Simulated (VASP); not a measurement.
# S (P-1) in VASP: single point with PBE+D3(BJ)

Aim: the single point of S with PBE+D3(BJ).

Everything below comes from runs of VASP 6.6.1. Logs are shortened: lines on timing, memory, paths and dates and some standing lists are left out, and cuts for length are marked.

## (1) The cell of the first run

The typed cell holds 8 atoms: a = 5.476 Å, b = 2.960 Å, c = 11.232 Å, α = 96.05°, β = 78.75°, γ = 90.00°.

## (2) Single point, PBE+D3(BJ)

Input file INCAR:

```
SYSTEM = S
  ALGO = Normal
  EDIFF = 1E-7
  ENCUT = 520
  GGA = PE
  ISIF = 2
  ISMEAR = 0
  IVDW = 12
  KPAR = 4
  LASPH = .TRUE.
  LCHARG = .TRUE.
  LREAL = .FALSE.
  LVHAR = .TRUE.
  LWAVE = .FALSE.
  NBANDS = 34
  NELM = 60
  PREC = Accurate
  SIGMA = 0.15
```

Input file KPOINTS:

```
k-points
0
G
  9 16 5
  0 0 0
```

Input file POSCAR:

```
S
1.0
    0.0000000000     -5.4762743414      0.0000000000
    0.0000000000      0.0000000000     -2.9602546931
   10.9525486828     -2.1905097366      1.1841018772
S
8
Direct
    0.0471989577      0.5754668404      0.1886671009
   -0.1528010423      0.7754668404      0.6886671009
    0.5528010423      0.8245331596      0.8113328991
    0.7528010423      0.6245331596      0.3113328991
    0.0018673615      0.3754668404      0.9386671009
    0.2018673615      0.1754668404      0.4386671009
    0.5981326385      0.0245331596      0.0613328991
    0.3981326385      0.2245331596      0.5613328991
```

Potentials or basis: VASP PAW PBE potentials, release 64 (S).

On the command line:

```
$ cat potpaw_PBE.64/S/POTCAR > POTCAR
$ mpirun -np 4 vasp_std > vasp.out
```

OUTCAR:

```text
SYSTEM = S
   EDIFF = 1E-7
   ENCUT = 520
   GGA = PE
   ISIF = 2
   ISMEAR = 0
   IVDW = 12
   LASPH = .TRUE.
   LREAL = .FALSE.
   NELM = 60
   PREC = Accurate
 IVDW          = 12

 ion  position               nearest neighbor table
   1  0.047  0.575  0.189-   4 1.90
   2  0.847  0.775  0.689-   3 1.90
   3  0.553  0.825  0.811-   2 1.90
   4  0.753  0.625  0.311-   1 1.90
   5  0.002  0.375  0.939-   7 2.64
   6  0.202  0.175  0.439-   8 1.90
   7  0.598  0.025  0.061-   5 2.64
   8  0.398  0.225  0.561-   6 1.90

  LATTYP: Found a triclinic cell.
 ALAT       =     2.9602546931
 B/A-ratio  =     2.1029155890
 C/A-ratio  =     4.0244970536
 COS(alpha) =     0.0036745548
 COS(beta)  =     0.3478695552
 COS(gamma) =     0.4755302615

  Lattice vectors:

 A1 = (   0.0000000000,   0.0000000000,  -2.9602546931)
 A2 = (   0.0000000000,  -5.4762743414,  -2.9602546931)
 A3 = ( -10.9525486828,   2.1905097366,  -4.1443565703)

Analysis of symmetry for initial positions (statically):
=====================================================================
 Subroutine PRICEL returns:
 Original cell was already a primitive cell.

 Routine SETGRP: Setting up the symmetry group for a
 triclinic supercell.

 Subroutine GETGRP returns: Found  2 space group operations
 (whereof  1 operations were pure point group operations)
 out of a pool of  2 trial point group operations.

The static configuration has the point symmetry C_1 .
 The point group associated with its full space group is S_2 .

Analysis of symmetry for dynamics (positions and initial velocities):
=====================================================================
 Subroutine PRICEL returns:
 Original cell was already a primitive cell.

 Routine SETGRP: Setting up the symmetry group for a
 triclinic supercell.

 Subroutine GETGRP returns: Found  2 space group operations
 (whereof  1 operations were pure point group operations)
 out of a pool of  2 trial point group operations.

The dynamic configuration has the point symmetry C_1 .
 The point group associated with its full space group is S_2 .

 Subroutine INISYM returns: Found  2 space group operations
 (whereof  1 operations are pure point group operations),
 and found     1 'primitive' translations

[... 109 lines left out ...]
   NSW    =      0    number of steps for IOM
   IBRION =     -1    ionic relax: 0-MD 1-quasi-New 2-CG
   NFREE  =      0    steps in history (QN), initial steepest desc. (CG)
   ISIF   =      2    stress and relaxation
   ISYM   =      2    0-nonsym 1-usesym 2-fastsym
   POTIM  = 0.5000    time-step for ionic-motion
   TEBEG  =    0.0;   TEEND  =   0.0 temperature during run
   PSTRESS=    0.0 pullay stress
   NELECT =      48.0000    total number of electrons
   NUPDOWN=      -1.0000    fix difference up-down
   EMIN   =  10.00;   EMAX   =-10.00  energy-range for DOS
   EFERMI =   0.00;   METHOD = LEGACY
   ISMEAR =     0;   SIGMA  =   0.15  broadening in eV -4-tet -1-fermi 0-gaus
   EFERMI_NEDOS =   21; number of points for ismear=-14 and -15
   IALGO  =     38    algorithm
   IMIX   =      4    mixing-type and parameters
     AMIX     =   0.40;   BMIX     =  1.00
     AMIX_MAG =   1.60;   BMIX_MAG =  1.00
  volume/ion in A,a.u.               =      22.19       149.77
  Fermi-wavevector in a.u.,A,eV,Ry     =   1.058552  2.000373 15.245760  1.120532
  Thomas-Fermi vector in A             =   2.193865
   LORBIT       =      0    0 simple, 1 ext, 2 COOP (PROOUT), +10 PAW based schemes
   GGA     = PE    functional components
   LHFCALC =     F    Hartree Fock is set to
   AEXX    =    0.0000 exact exchange contribution
   IVDW    =    12    specifies the selected vdW correction
   LEPSILON=     F    determine dielectric tensor
   LRPA    =     F    only Hartree local field effects (RPA)
 non-spin polarized calculation
 Gauss-broadening in eV      SIGMA  =   0.15
  energy-cutoff  :      520.00
  volume of cell :      177.55
 maximum number of plane-waves:      4813
 NGX is ok and might be reduce to    42
   NGX = 21   NGY = 11   NGZ = 41

 number of electron      47.9999996 magnetization

 Free energy of the ion-electron system (eV)
  ---------------------------------------------------
  ext. energy  EPLUGINS =         0.00000000
  ---------------------------------------------------
  free energy    TOTEN  =       -28.24316606 eV

  energy without entropy =      -28.18137758  energy(sigma->0) =      -28.21227182

 E-fermi :   3.5912     XC(G=0):  -9.2416

 val. band max:        3.5907411132   @ k =  -0.2222   0.5000   0.4000
 cond. band min:       3.5913400251   @ k =   0.3333   0.2500   0.2000
 fundamental gap:      0.0005989119
 Fermi energy:         3.5911515821

 k-point     1 :       0.0000    0.0000    0.0000
  band No.  band energies     occupation
      1     -12.8819      2.00000
      2     -12.6248      2.00000
      3     -12.3197      2.00000
      4      -9.9207      2.00000
      5      -8.0181      2.00000
      6      -7.2981      2.00000
[... 877 lines left out ...]
     33      11.0861      0.00000
     34      11.4105      0.00000

 [... further k-points ...]

------------------------ aborting loop because EDIFF is reached ----------------------------------------

 Edisp (eV)   -2.17758

 E8    (eV) :    -0.7888

  FORCE on cell =-STRESS in cart. coord.  units (eV):
  Direction    XX          YY          ZZ          XY          YZ          ZX
  --------------------------------------------------------------------------------------
  -------------------------------------------------------------------------------------
  Total      -5.93405    -2.46257    -2.75810    -3.52155    -1.68399    -0.53667
  in kB     -53.54668   -22.22131   -24.88808   -31.77719   -15.19572    -4.84269
  external pressure =      -33.55 kB  Pullay stress =        0.00 kB

 VOLUME and BASIS-vectors are now :
 -----------------------------------------------------------------------------
  energy-cutoff  :      520.00
  volume of cell :      177.55
      direct lattice vectors                 reciprocal lattice vectors
     0.000000000 -5.476274341  0.000000000    -0.036521180 -0.182605899  0.000000000
     0.000000000  0.000000000 -2.960254693     0.036521180  0.000000000 -0.337808771
    10.952548683 -2.190509737  1.184101877     0.091302950  0.000000000  0.000000000

 POSITION                                       TOTAL-FORCE (eV/Angst)
 -----------------------------------------------------------------------------------
      2.06639     -0.67175     -1.48013         0.010958     -0.076326      0.093395
      7.54266     -6.14803     -1.48013         0.524156      0.327013     -0.014265
      8.88616     -4.80452     -1.48013        -0.010958      0.076326     -0.093395
      3.40989     -4.80452     -1.48013        -0.524156     -0.327013      0.014265
     10.28080     -2.06639     -0.00000         1.701761      0.903131      0.700993
      4.80452     -2.06639     -0.00000         0.134069     -0.070342     -0.002175
      0.67175     -3.40989      0.00000        -1.701761     -0.903131     -0.700993
      6.14803     -3.40989      0.00000        -0.134069      0.070342      0.002175
 -----------------------------------------------------------------------------------
    total drift:                                0.000008      0.000004     -0.000002

  FREE ENERGIE OF THE ION-ELECTRON SYSTEM (eV)
  ---------------------------------------------------
  free  energy   TOTEN  =       -30.4207414604 eV

  energy  without entropy=      -30.3589529805  energy(sigma->0) =      -30.38984722
```

OSZICAR:

```text
N       E                     dE             d eps       ncg     rms          rms(c)
DAV:   1     0.260621250839E+03    0.26062E+03   -0.20638E+04 24548   0.122E+03
DAV:   2    -0.858150081430E+01   -0.26920E+03   -0.25955E+03 33118   0.213E+02
DAV:   3    -0.281768126448E+02   -0.19595E+02   -0.19221E+02 31252   0.626E+01
DAV:   4    -0.285176782961E+02   -0.34087E+00   -0.33990E+00 29192   0.996E+00
DAV:   5    -0.285266415246E+02   -0.89632E-02   -0.89593E-02 30202   0.156E+00    0.270E+01
DAV:   6    -0.282698686586E+02    0.25677E+00   -0.47141E-01 26498   0.287E+00    0.152E+01
DAV:   7    -0.282733869249E+02   -0.35183E-02   -0.61164E-01 28862   0.314E+00    0.164E+00
DAV:   8    -0.282489974894E+02    0.24389E-01   -0.16798E-01 29658   0.183E+00    0.109E+00
DAV:   9    -0.282452870608E+02    0.37104E-02   -0.33483E-02 29630   0.682E-01    0.656E-01
DAV:  10    -0.282436228620E+02    0.16642E-02   -0.11780E-02 28836   0.379E-01    0.368E-01
DAV:  11    -0.282432082570E+02    0.41460E-03   -0.26051E-03 28926   0.216E-01    0.154E-01
DAV:  12    -0.282431554368E+02    0.52820E-04   -0.70282E-04 28872   0.123E-01    0.388E-02
DAV:  13    -0.282431619623E+02   -0.65255E-05   -0.10549E-04 29336   0.424E-02    0.221E-02
DAV:  14    -0.282431638202E+02   -0.18579E-05   -0.65205E-06 28938   0.119E-02    0.105E-02
DAV:  15    -0.282431658000E+02   -0.19798E-05   -0.25737E-06 28148   0.826E-03    0.317E-03
DAV:  16    -0.282431660088E+02   -0.20879E-06   -0.46457E-07 28804   0.340E-03    0.186E-03
DAV:  17    -0.282431660635E+02   -0.54656E-07   -0.42393E-08 14422   0.111E-03
   1 F= -.30420741E+02 E0= -.30389847E+02  d E =-.617885E-01
```

It took 7.2 min on 4 MPI ranks of AMD EPYC 7R13 (Zen 3), shared host; peak memory 1.3 GiB.

Results:

```yaml
Free_energy: -30.4207 eV
Pressure: -3.4 GPa
Largest_force: 2.050 eV/Å
Band_gap_on_the_k_mesh: zero (bands 24 and 25 overlap by 1.86 eV)
Dispersion_energy_per_atom: -0.272 eV
```

Forces on the atoms (eV/Å):
```
S    0.011 -0.076  0.093
S    0.524  0.327 -0.014
S   -0.011  0.076 -0.093
S   -0.524 -0.327  0.014
S    1.702  0.903  0.701
S    0.134 -0.070 -0.002
S   -1.702 -0.903 -0.701
S   -0.134  0.070  0.002
```

Stress tensor (GPa, compression positive):
```
-5.35 -3.18 -0.48
-3.18 -2.22 -1.52
-0.48 -1.52 -2.49
```

Caveat: the cell stands under tension; forces of over 1 eV/Å act on the atoms, so gaps and moduli don't describe the material at rest.
